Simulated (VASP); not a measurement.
A run of VASP 6.6.1 is set up as follows.

INCAR

```
ALGO     = Normal         # electronic algorithm
EDIFF    = 1E-7           # SCF threshold, eV
ENCUT    = 520            # plane-wave cutoff, eV
GGA      = CA             # functional
ISIF     = 2              # what is computed and relaxed
ISMEAR   = -1             # smearing method
LASPH    = T              # aspherical terms in the spheres
LCHARG   = F              # write CHGCAR
LREAL    = F              # projectors in reciprocal space
LWAVE    = F              # write WAVECAR
NBANDS   = 12             # bands
NELM     = 80             # most SCF steps
PREC     = Accurate       # precision mode
SIGMA    = 0.05           # smearing width, eV
```

The input KPOINTS:

```
k-points
0
Gamma
  15 15 15
```

The input POSCAR:

```
Sc
1.0
    2.0964456456      0.0000000000      0.0000000000
    0.0000000000      2.0964456456      0.0000000000
    0.0000000000      0.0000000000      2.0964456456
Sc
1
Direct
    0.0000000000      0.0000000000      0.0000000000
```

Potentials or basis: VASP PAW LDA potentials, release 64 (Sc_sv).

Command:

```sh
$ cat potpaw_LDA.64/Sc_sv/POTCAR > POTCAR
$ mpirun -np 1 vasp_std > vasp.out
```

Task: Estimate the pressure.

Result: 198.6 GPa.
